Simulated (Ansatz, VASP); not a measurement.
## One calculation of MoS2, two programs

```
CELL_PARAMETERS angstrom
1.58000 0.91221 6.15000
-1.58000 0.91221 6.15000
0.00000 -1.82443 6.15000
ATOMIC_POSITIONS crystal
Mo 0.00000 0.00000 0.00000
S 0.25000 0.25000 0.25000
S 0.41700 0.41700 0.41700
```

Alike in both runs: task single point; functional BLYP; k mesh 12 × 12 × 12; no spin polarisation.

|  | VASP | Ansatz |
| --- | --- | --- |
| version | VASP 6.6.1 | Ansatz 0.2.0 |
| potentials or method | VASP PAW PBE potentials, release 64 (Mo_sv, S) | plane waves, PAW |
| plane-wave cutoff (eV) | 520 | 420 |
| occupations | methfessel-paxton of order 1, width 0.15 eV | cold, width 0.15 eV |
| valence electrons in the cell | 26 | 26 |

Ansatz gave:

```
pressure (GPa)                                                : 12.9
traceless stress, the component that is largest in VASP (GPa) : -0.01
```

**Question.** Estimate VASP's values.

**Answer.** Pressure (GPa): 12.9; traceless stress, the component that is largest in VASP (GPa): -0.08.

VASP's potentials were made for PBE, not for BLYP.
